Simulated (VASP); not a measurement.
# Sn3Te (Pm-3m) in VASP: notebook, part 2 of 3

VASP 6.6.1.

### 4 Single point, PBEsol

This run uses another cell than the first one, of 26.35 Å³/atom.

Input file INCAR:

```
SYSTEM = Sn3Te
  PREC = Accurate
  ENCUT = 520
  EDIFF = 1E-7
  ISMEAR = -1
  SIGMA = 0.05
  LREAL = .False.
  LASPH = .True.
  NELM = 60
  ALGO = Normal
  ISIF = 2
  LWAVE = .False.
  LCHARG = .True.
  GGA = PS
  LELF = .True.
  LVHAR = .True.
  NBANDS = 32
```

Input file KPOINTS:

```
regular mesh
0
Gamma
  6 6 6
  0 0 0
```

Input file POSCAR:

```
Sn3Te
1.0
    4.7235411493      0.0000000000      0.0000000000
    0.0000000000      4.7235411493      0.0000000000
    0.0000000000      0.0000000000      4.7235411493
Te Sn
1 3
Direct
    0.0000000000      0.0000000000      0.0000000000
    0.0000000000      0.5000000000      0.5000000000
    0.5000000000      0.0000000000      0.5000000000
    0.5000000000      0.5000000000      0.0000000000
```

Potentials or basis: VASP PAW PBE potentials, release 64 (Te, Sn_d).

Started as:

```bash
$ cat potpaw_PBE.64/Te/POTCAR potpaw_PBE.64/Sn_d/POTCAR > POTCAR
$ mpirun -np 1 vasp_std > vasp.out
```

OUTCAR:

```text
SYSTEM = Sn3Te
   PREC = Accurate
   ENCUT = 520
   EDIFF = 1E-7
   ISMEAR = -1
   LREAL = .False.
   LASPH = .True.
   NELM = 60
   ISIF = 2
   GGA = PS

 ion  position               nearest neighbor table
   1  0.000  0.000  0.000-   2 3.34   3 3.34   4 3.34   2 3.34   3 3.34   2 3.34   4 3.34   2 3.34
                             3 3.34   4 3.34   3 3.34   4 3.34
   2  0.000  0.500  0.500-   1 3.34   3 3.34   4 3.34   1 3.34   4 3.34   1 3.34   3 3.34   1 3.34
                             3 3.34   4 3.34   4 3.34   3 3.34
   3  0.500  0.000  0.500-   1 3.34   2 3.34   4 3.34   1 3.34   4 3.34   2 3.34   4 3.34   4 3.34
                             1 3.34   2 3.34   1 3.34   2 3.34
   4  0.500  0.500  0.000-   1 3.34   2 3.34   3 3.34   2 3.34   3 3.34   1 3.34   3 3.34   3 3.34
                             1 3.34   2 3.34   2 3.34   1 3.34

  LATTYP: Found a simple cubic cell.
 ALAT       =     4.7235411493

  Lattice vectors:

 A1 = (   4.7235411493,   0.0000000000,   0.0000000000)
 A2 = (   0.0000000000,   4.7235411493,   0.0000000000)
 A3 = (   0.0000000000,   0.0000000000,   4.7235411493)

Analysis of symmetry for initial positions (statically):
[... 172 lines left out ...]
 E-fermi :   8.5539     XC(G=0): -10.6129

 val. band max:        8.5527202654   @ k =   0.5000   0.3333   0.0000
 cond. band min:       8.5678758436   @ k =   0.1667   0.0000   0.0000
 fundamental gap:      0.0151555782
 Fermi energy:         8.5539115382

 k-point     1 :       0.0000    0.0000    0.0000
  band No.  band energies     occupation
      1     -12.9995      2.00000
      2     -12.9995      2.00000
      3     -12.9995      2.00000
      4     -12.9585      2.00000
      5     -12.9558      2.00000
      6     -12.9558      2.00000
[... 689 lines left out ...]
     31      14.5215      0.00000
     32      16.9318      0.00000

------------------------ aborting loop because EDIFF is reached ----------------------------------------

  FORCE on cell =-STRESS in cart. coord.  units (eV):
  Direction    XX          YY          ZZ          XY          YZ          ZX
  --------------------------------------------------------------------------------------
  -------------------------------------------------------------------------------------
  Total        1.2876746      1.2876746      1.2876746     -0.0000000      0.0000000     -0.0000000
  in kB       19.5755330     19.5755330     19.5755330     -0.0000000      0.0000000     -0.0000000
  external PRESSURE =      19.5755330 kB  Pullay stress =       0.0000000 kB

 VOLUME and BASIS-vectors are now :
 -----------------------------------------------------------------------------
  energy-cutoff  :      520.00
  volume of cell :      105.39
      direct lattice vectors                 reciprocal lattice vectors
     4.723541149  0.000000000  0.000000000     0.211705576  0.000000000  0.000000000
     0.000000000  4.723541149  0.000000000     0.000000000  0.211705576  0.000000000
     0.000000000  0.000000000  4.723541149     0.000000000  0.000000000  0.211705576

 POSITION                                       TOTAL-FORCE (eV/Angst)
 -----------------------------------------------------------------------------------
      0.00000      0.00000      0.00000         0.000000      0.000000      0.000000
      0.00000      2.36177      2.36177         0.000000      0.000000      0.000000
      2.36177      0.00000      2.36177         0.000000      0.000000      0.000000
      2.36177      2.36177      0.00000         0.000000      0.000000      0.000000
 -----------------------------------------------------------------------------------
    total drift:                                0.000000      0.000000      0.000000

  FREE ENERGIE OF THE ION-ELECTRON SYSTEM (eV)
  ---------------------------------------------------
  free  energy   TOTEN  =       -16.0988820777 eV

  energy  without entropy=      -16.0718944468  energy(sigma->0) =      -16.08538826
```

OSZICAR:

```text
N       E                     dE             d eps       ncg     rms          rms(c)
DAV:   1     0.446492395574E+03    0.44649E+03   -0.23052E+04  1336   0.217E+03
DAV:   2     0.418877857274E+02   -0.40460E+03   -0.39378E+03  1280   0.557E+02
DAV:   3    -0.137022697499E+02   -0.55590E+02   -0.53715E+02  1536   0.173E+02
DAV:   4    -0.160851073109E+02   -0.23828E+01   -0.23732E+01  1464   0.383E+01
DAV:   5    -0.161709505433E+02   -0.85843E-01   -0.85838E-01  1896   0.742E+00    0.817E+00
DAV:   6    -0.161160262377E+02    0.54924E-01   -0.71295E-02  1592   0.278E+00    0.498E+00
DAV:   7    -0.161000988532E+02    0.15927E-01   -0.71642E-02  1616   0.254E+00    0.432E-01
DAV:   8    -0.160988634131E+02    0.12354E-02   -0.12353E-02  1528   0.129E+00    0.167E-01
DAV:   9    -0.160988943414E+02   -0.30928E-04   -0.51996E-04  1952   0.171E-01    0.685E-02
DAV:  10    -0.160988833760E+02    0.10965E-04   -0.28383E-05  1552   0.500E-02    0.149E-02
DAV:  11    -0.160988826633E+02    0.71271E-06   -0.25194E-06  1592   0.140E-02    0.737E-03
DAV:  12    -0.160988821345E+02    0.52885E-06   -0.20563E-07  1368   0.379E-03    0.655E-04
DAV:  13    -0.160988820777E+02    0.56754E-07   -0.38652E-08   944   0.195E-03
   1 F= -.16098882E+02 E0= -.16085388E+02  d E =-.269876E-01
```

stdout:

```text
POSCAR found type information on POSCAR TeSn
 POSCAR found :  2 types and       4 ions
 scaLAPACK will be used
 -----------------------------------------------------------------------------
|                                                                             |
|                                                                             |
|     You enforced a specific xc type in the INCAR file but a different       |
|     I HOPE YOU KNOW WHAT YOU ARE DOING!                                     |
|                                                                             |
 -----------------------------------------------------------------------------

 LDA part: xc-table for (Slater+PW92), standard interpolation
 POSCAR, INCAR and KPOINTS ok, starting setup
 FFT: planning ... GRIDC
 FFT: planning ... GRID_SOFT
 FFT: planning ... GRID
 WAVECAR not read
 entering main loop
```

It took 25 s on 1 thread of Intel Xeon 6975P-C (Granite Rapids), shared host; peak memory 0.23 GiB.

Results:

| Item | Value |
| --- | --- |
| Free energy | -16.0989 eV |
| Pressure | 2.0 GPa |
| Band gap on the k mesh | zero (bands 24 and 25 overlap by 3.79 eV) |

Caveat: the PAW data sets were made with another functional, which shifts forces and pressure a little; spin-orbit coupling is left out, which moves the levels of the heavy elements.

### 5 Single point, PBEsol

This run uses another cell than the first one, of 27.36 Å³/atom.

Input file INCAR:

```
PREC     = Accurate       # precision mode
ENCUT    = 520            # plane-wave cutoff, eV
EDIFF    = 1E-6           # SCF threshold, eV
ISMEAR   = -1             # smearing method
SIGMA    = 0.05           # smearing width, eV
LREAL    = False          # projectors in reciprocal space
LASPH    = True           # aspherical terms in the spheres
NELM     = 80             # most SCF steps
ALGO     = Normal         # electronic algorithm
ISIF     = 2              # what is computed and relaxed
LWAVE    = False          # write WAVECAR
LCHARG   = False          # write CHGCAR
GGA      = PS             # functional
NBANDS   = 32             # bands
```

Input file KPOINTS:

```
regular mesh
0
Gamma
  6 6 6
```

Input file POSCAR:

```
Sn3Te
1.0
    4.7830404029      0.0000000000      0.0000000000
    0.0000000000      4.7830404029      0.0000000000
    0.0000000000      0.0000000000      4.7830404029
Te Sn
1 3
Direct
    0.0000000000      0.0000000000      0.0000000000
    0.0000000000      0.5000000000      0.5000000000
    0.5000000000      0.0000000000      0.5000000000
    0.5000000000      0.5000000000      0.0000000000
```

Potentials or basis: VASP PAW PBE potentials, release 64 (Te, Sn_d).

Started as:

```bash
$ cat potpaw_PBE.64/Te/POTCAR potpaw_PBE.64/Sn_d/POTCAR > POTCAR
$ mpirun -np 1 vasp_std > vasp.out
```

OUTCAR:

```text
PREC = Accurate
   ENCUT = 520
   EDIFF = 1E-6
   ISMEAR = -1
   LREAL = False
   LASPH = True
   NELM = 80
   ISIF = 2
   GGA = PS

 ion  position               nearest neighbor table
   1  0.000  0.000  0.000-   2 3.38   3 3.38   4 3.38   2 3.38   3 3.38   2 3.38   4 3.38   2 3.38
                             3 3.38   4 3.38   3 3.38   4 3.38
   2  0.000  0.500  0.500-   1 3.38   3 3.38   4 3.38   1 3.38   4 3.38   1 3.38   3 3.38   1 3.38
                             3 3.38   4 3.38   4 3.38   3 3.38
   3  0.500  0.000  0.500-   1 3.38   2 3.38   4 3.38   1 3.38   4 3.38   2 3.38   4 3.38   4 3.38
                             1 3.38   2 3.38   1 3.38   2 3.38
   4  0.500  0.500  0.000-   1 3.38   2 3.38   3 3.38   2 3.38   3 3.38   1 3.38   3 3.38   3 3.38
                             1 3.38   2 3.38   2 3.38   1 3.38

  LATTYP: Found a simple cubic cell.
 ALAT       =     4.7830404029

  Lattice vectors:

 A1 = (   4.7830404029,   0.0000000000,   0.0000000000)
 A2 = (   0.0000000000,   4.7830404029,   0.0000000000)
 A3 = (   0.0000000000,   0.0000000000,   4.7830404029)

Analysis of symmetry for initial positions (statically):
=====================================================================
 Subroutine PRICEL returns:
 Original cell was already a primitive cell.

 Routine SETGRP: Setting up the symmetry group for a
 simple cubic supercell.

 Subroutine GETGRP returns: Found 48 space group operations
 (whereof 48 operations were pure point group operations)
 out of a pool of 48 trial point group operations.

The static configuration has the point symmetry O_h .

Analysis of symmetry for dynamics (positions and initial velocities):
=====================================================================
 Subroutine PRICEL returns:
 Original cell was already a primitive cell.

 Routine SETGRP: Setting up the symmetry group for a
 simple cubic supercell.

 Subroutine GETGRP returns: Found 48 space group operations
 (whereof 48 operations were pure point group operations)
 out of a pool of 48 trial point group operations.

The dynamic configuration has the point symmetry O_h .

 Subroutine INISYM returns: Found 48 space group operations
 (whereof 48 operations are pure point group operations),
 and found     1 'primitive' translations

----------------------------------------------------------------------------------------

                                     Primitive cell

  volume of cell :     109.4239

  direct lattice vectors                    reciprocal lattice vectors
     4.783040403  0.000000000  0.000000000     0.209072037  0.000000000  0.000000000
     0.000000000  4.783040403  0.000000000     0.000000000  0.209072037  0.000000000
     0.000000000  0.000000000  4.783040403     0.000000000  0.000000000  0.209072037

  length of vectors
     4.783040403  4.783040403  4.783040403     0.209072037  0.209072037  0.209072037

  position of ions in fractional coordinates (direct lattice)
     0.000000000  0.000000000  0.000000000
     0.000000000  0.500000000  0.500000000
     0.500000000  0.000000000  0.500000000
     0.500000000  0.500000000  0.000000000

  ion indices of the primitive-cell ions
   primitive index   ion index
                 1           1
                 2           2
                 3           3
[... 25 lines left out ...]

 Found     20 irreducible k-points:

 Following reciprocal coordinates:
            Coordinates               Weight
  0.000000  0.000000  0.000000      1.000000
  0.166667  0.000000  0.000000      6.000000
  0.333333  0.000000  0.000000      6.000000
  0.500000  0.000000  0.000000      3.000000
  0.166667  0.166667  0.000000     12.000000
  0.333333  0.166667  0.000000     24.000000
[... 12 lines left out ...]
  0.500000  0.500000  0.333333      6.000000
  0.500000  0.500000  0.500000      1.000000
   k-points           NKPTS =     20   k-points in BZ     NKDIM =     20   number of bands    NBANDS=     32
   number of dos      NEDOS =    301   number of ions     NIONS =      4
   total plane-waves  NPLWV =  46656
   dimension x,y,z NGX =    36 NGY =   36 NGZ =   36
   dimension x,y,z NGXF=    72 NGYF=   72 NGZF=   72
   ions per type =               1   3
   NGX,Y,Z   is equivalent  to a cutoff of  12.51, 12.51, 12.51 a.u.
   NGXF,Y,Z  is equivalent  to a cutoff of  25.03, 25.03, 25.03 a.u.
 SYSTEM =  unknown system
   PREC   = accura    normal or accurate (medium, high low for compatibility)
   ISTART =      0    job   : 0-new  1-cont  2-samecut
   ICHARG =      2    charge: 1-file 2-atom 10-const
   ISPIN  =      1    spin polarized calculation?
   LNONCOLLINEAR =      F non collinear calculations
   LSORBIT =      F    spin-orbit coupling
   LASPH  =      T    aspherical Exc in radial PAW
   ENCUT  =  520.0 eV  38.22 Ry    6.18 a.u.   8.89  8.89  8.89*2*pi/ulx,y,z
   NELM   =     80;   NELMIN=  2; NELMDL= -5     # of ELM steps
   EDIFF  = 0.1E-05   stopping-criterion for ELM
   LREAL  =      F    real-space projection
   EDIFFG = 0.1E-04   stopping-criterion for IOM
   NSW    =      0    number of steps for IOM
   IBRION =     -1    ionic relax: 0-MD 1-quasi-New 2-CG
   NFREE  =      0    steps in history (QN), initial steepest desc. (CG)
   ISIF   =      2    stress and relaxation
   ISYM   =      2    0-nonsym 1-usesym 2-fastsym
   POTIM  = 0.5000    time-step for ionic-motion
   TEBEG  =    0.0;   TEEND  =   0.0 temperature during run
   PSTRESS=    0.0 pullay stress
   NELECT =      48.0000    total number of electrons
   NUPDOWN=      -1.0000    fix difference up-down
   EMIN   =  10.00;   EMAX   =-10.00  energy-range for DOS
   EFERMI =   0.00;   METHOD = LEGACY
   ISMEAR =    -1;   SIGMA  =   0.05  broadening in eV -4-tet -1-fermi 0-gaus
   EFERMI_NEDOS =   21; number of points for ismear=-14 and -15
   IALGO  =     38    algorithm
   IMIX   =      4    mixing-type and parameters
     AMIX     =   0.40;   BMIX     =  1.00
     AMIX_MAG =   1.60;   BMIX_MAG =  1.00
  volume/ion in A,a.u.               =      27.36       184.61
  Fermi-wavevector in a.u.,A,eV,Ry     =   1.243897  2.350625 21.052029  1.547281
  Thomas-Fermi vector in A             =   2.378188
   LORBIT       =      0    0 simple, 1 ext, 2 COOP (PROOUT), +10 PAW based schemes
   GGA     = PS    functional components
   LHFCALC =     F    Hartree Fock is set to
   AEXX    =    0.0000 exact exchange contribution
   IVDW    =     0    specifies the selected vdW correction
   LEPSILON=     F    determine dielectric tensor
   LRPA    =     F    only Hartree local field effects (RPA)
 non-spin polarized calculation
  energy-cutoff  :      520.00
  volume of cell :      109.42
 maximum number of plane-waves:      3016
 NGX is ok and might be reduce to    36
   NGX = 17   NGY = 17   NGZ = 17

 number of electron      48.0000044 magnetization

 Free energy of the ion-electron system (eV)
  ---------------------------------------------------
  ext. energy  EPLUGINS =         0.00000000
  ---------------------------------------------------
  free energy    TOTEN  =       -16.12321666 eV

  energy without entropy =      -16.09693341  energy(sigma->0) =      -16.11007503

 E-fermi :   8.0783     XC(G=0): -10.4371

 val. band max:        8.0660920672   @ k =   0.3333   0.0000   0.0000
 cond. band min:       8.1061568168   @ k =   0.1667   0.0000   0.0000
 fundamental gap:      0.0400647495
 Fermi energy:         8.0783089058

 k-point     1 :       0.0000    0.0000    0.0000
  band No.  band energies     occupation
      1     -13.4519      2.00000
      2     -13.4519      2.00000
      3     -13.4519      2.00000
      4     -13.4195      2.00000
      5     -13.4195      2.00000
      6     -13.4106      2.00000
[... 689 lines left out ...]
     31      13.8265      0.00000
     32      16.1834      0.00000

------------------------ aborting loop because EDIFF is reached ----------------------------------------

  FORCE on cell =-STRESS in cart. coord.  units (eV):
  Direction    XX          YY          ZZ          XY          YZ          ZX
  --------------------------------------------------------------------------------------
  -------------------------------------------------------------------------------------
  Total       -0.0545960     -0.0545960     -0.0545960     -0.0000000      0.0000000     -0.0000000
  in kB       -0.7993913     -0.7993913     -0.7993913     -0.0000000      0.0000000     -0.0000000
  external PRESSURE =      -0.7993913 kB  Pullay stress =       0.0000000 kB

 VOLUME and BASIS-vectors are now :
 -----------------------------------------------------------------------------
  energy-cutoff  :      520.00
  volume of cell :      109.42
      direct lattice vectors                 reciprocal lattice vectors
     4.783040403  0.000000000  0.000000000     0.209072037  0.000000000  0.000000000
     0.000000000  4.783040403  0.000000000     0.000000000  0.209072037  0.000000000
     0.000000000  0.000000000  4.783040403     0.000000000  0.000000000  0.209072037

 POSITION                                       TOTAL-FORCE (eV/Angst)
 -----------------------------------------------------------------------------------
      0.00000      0.00000      0.00000         0.000000      0.000000      0.000000
      0.00000      2.39152      2.39152         0.000000      0.000000      0.000000
      2.39152      0.00000      2.39152         0.000000      0.000000      0.000000
      2.39152      2.39152      0.00000         0.000000      0.000000      0.000000
 -----------------------------------------------------------------------------------
    total drift:                                0.000000      0.000000      0.000000

  FREE ENERGIE OF THE ION-ELECTRON SYSTEM (eV)
  ---------------------------------------------------
  free  energy   TOTEN  =       -16.1232166566 eV

  energy  without entropy=      -16.0969334128  energy(sigma->0) =      -16.11007503
```

Wall time 19 s (1 thread of Intel Xeon 6975P-C (Granite Rapids), shared host); peak memory 0.23 GiB.

What came out:

- Free energy: -16.1232 eV
- Pressure: -0.1 GPa
- Band gap on the k mesh: zero (bands 24 and 25 overlap by 3.53 eV)

Caveat: the PAW data sets were made with another functional, which shifts forces and pressure a little; spin-orbit coupling is left out, which moves the levels of the heavy elements.

(Part 2 of 3 ends here.)
